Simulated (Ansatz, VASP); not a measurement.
# BeTe in VASP and in Ansatz

Contents of INCAR:

```
SYSTEM = BeTe
PREC     = Accurate       ! precision mode
ENCUT    = 600            ! plane-wave cutoff, eV
EDIFF    = 1E-6           ! SCF threshold, eV
ISMEAR   = 0              ! smearing method
SIGMA    = 0.1            ! smearing width, eV
LREAL    = .FALSE.        ! projectors in reciprocal space
LASPH    = .TRUE.         ! aspherical terms in the spheres
NELM     = 60             ! most SCF steps
ALGO     = Normal         ! electronic algorithm
ISIF     = 3              ! what is computed and relaxed
LWAVE    = .FALSE.        ! write WAVECAR
LCHARG   = .FALSE.        ! write CHGCAR
GGA      = PE             ! functional
IBRION   = 2              ! ionic algorithm
NSW      = 100            ! ionic steps
EDIFFG   = -0.01          ! ionic threshold
```

The input KPOINTS:

```
regular mesh
0
G
  12 12 4
  0 0 0
```

Contents of POSCAR:

```
BeTe
1.0
    3.7301770078      0.0000000000      0.0000000000
   -1.8650885039      3.2304280494      0.0000000000
    0.0000000000      0.0000000000     13.1459660701
Be Te
4 4
Direct
    0.0000000000      0.0000000000      0.0000000000
    0.0000000000      0.0000000000      0.5000000000
    0.3333333333      0.6666666667      0.2500000000
    0.6666666667      0.3333333333      0.7500000000
    0.3333333333      0.6666666667      0.6195034129
    0.6666666667      0.3333333333      0.1195034129
    0.6666666667      0.3333333333      0.3804965871
    0.3333333333      0.6666666667      0.8804965871
```

Input for Ansatz:

```yaml
crystal:
  lattice:
    - [3.7301770078, 0.0, 0.0]
    - [-1.8650885039, 3.2304280494, 0.0]
    - [0.0, 0.0, 13.1459660701]
  atoms:
    - { symbol: Be, position: [0.0, 0.0, 0.0] }
    - { symbol: Be, position: [0.0, 0.0, 0.5] }
    - { symbol: Be, position: [0.3333333333, 0.6666666667, 0.25] }
    - { symbol: Be, position: [0.6666666667, 0.3333333333, 0.75] }
    - { symbol: Te, position: [0.3333333333, 0.6666666667, 0.6195034129] }
    - { symbol: Te, position: [0.6666666667, 0.3333333333, 0.1195034129] }
    - { symbol: Te, position: [0.6666666667, 0.3333333333, 0.3804965871] }
    - { symbol: Te, position: [0.3333333333, 0.6666666667, 0.8804965871] }
basis:
  ecutwfc: 420
kpoints:
  mp_grid: { grid: [12, 12, 4] }
hamiltonian:
  xc: pbe
scf:
  occupations: { method: gaussian, width: 0.1 }
output:
  forces: true
  stress: true
  eigenvalues: true
  write_density: true
  write_potential: true
  elf: true
  volumetric_format: npy
relax:
  adjacent_minimum: "off"
  f_tol: 0.01
  max_steps: 80
  cell: { stress_tol: 0.05 }
```

Change from the starting cell: species swapped into the NaSe type (P6_3/mmc, No. 194).

Alike in both runs: task relaxation of cell and atoms; functional PBE; k mesh 12 × 12 × 4; occupations gaussian, width 0.1 eV; no spin polarisation.

|  | VASP | Ansatz |
| --- | --- | --- |
| version | VASP 6.6.1 | Ansatz 0.2.0 |
| potentials or method | VASP PAW PBE potentials, release 64 (Be, Te), cutoff 600 eV | scalar-relativistic, plane waves, PAW |
| valence electrons in the cell | 32 | 72 |

VASP gave:

| Property | Result |
| --- | --- |
| gap on the k mesh at the Fermi level, each at its own relaxed structure (eV) | none |
| relaxed volume (Å³/atom) | 19.77 |
| relaxed cell length with the largest relative difference (Å) | 3.731 |

Estimate Ansatz's values.

gap on the k mesh at the Fermi level, each at its own relaxed structure (eV): none; relaxed volume (Å³/atom): 19.77; relaxed cell length with the largest relative difference (Å): 3.730.

A gap of «none» marks a metal or a gap that the smearing closes. VASP's potentials hold 32 valence electrons a cell and Ansatz's 72, so a difference there can come from the potentials and not from the codes.

Neither program's run includes spin-orbit coupling.
